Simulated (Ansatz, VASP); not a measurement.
Ge: VASP beside Ansatz

File INCAR:

```
SYSTEM = Ge
PREC     = Accurate       ! precision mode
ENCUT    = 520            ! plane-wave cutoff, eV
EDIFF    = 1E-6           ! SCF threshold, eV
ISMEAR   = -1             ! smearing method
SIGMA    = 0.03           ! smearing width, eV
LREAL    = .False.        ! projectors in reciprocal space
LASPH    = .True.         ! aspherical terms in the spheres
NELM     = 100            ! most SCF steps
ALGO     = Normal         ! electronic algorithm
ISIF     = 2              ! what is computed and relaxed
LWAVE    = .False.        ! write WAVECAR
LCHARG   = .False.        ! write CHGCAR
GGA      = PE             ! functional
NBANDS   = 13             ! bands
```

The input KPOINTS:

```
regular mesh
0
Gamma
  20 20 20
  0 0 0
```

Contents of POSCAR:

```
Ge
1.0
   -1.6738938523      1.6738938523      1.6738938523
    1.6738938523     -1.6738938523      1.6738938523
    1.6738938523      1.6738938523     -1.6738938523
Ge
1
Direct
    0.0000000000      0.0000000000      0.0000000000
```

Input for Ansatz:

```yaml
crystal:
  lattice:
    - [-1.6738938523, 1.6738938523, 1.6738938523]
    - [1.6738938523, -1.6738938523, 1.6738938523]
    - [1.6738938523, 1.6738938523, -1.6738938523]
  atoms:
    - { symbol: Ge, position: [0.0, 0.0, 0.0] }
kpoints:
  mp_grid: { grid: [20, 20, 20] }
scf:
  occupations: { method: fermi_dirac, width: 0.03 }
hamiltonian:
  xc: pbe
  pseudopotentials: { kind: all_electron, lapw: { basis_error: 0.00025 } }
output:
  forces: true
  stress: true
  eigenvalues: true
```

Change from the starting cell: volume scaled by 0.98.

Alike in both runs: task single point; functional PBE; k mesh 20 × 20 × 20; occupations fermi-dirac, width 0.03 eV; no spin polarisation.

```csv
,VASP,Ansatz
version,VASP 6.6.1,Ansatz 0.2.0
potentials or method,"VASP PAW PBE potentials, release 64 (Ge_d), cutoff 520 eV","all-electron LAPW, scalar-relativistic"
```

Ansatz gave:

| Item | Value |
| --- | --- |
| pressure (GPa) | 1.4 |

Question: Estimate VASP's values.

Answer: Pressure (GPa): 1.3.

Ansatz ran all-electron here, and VASP with PAW potentials.
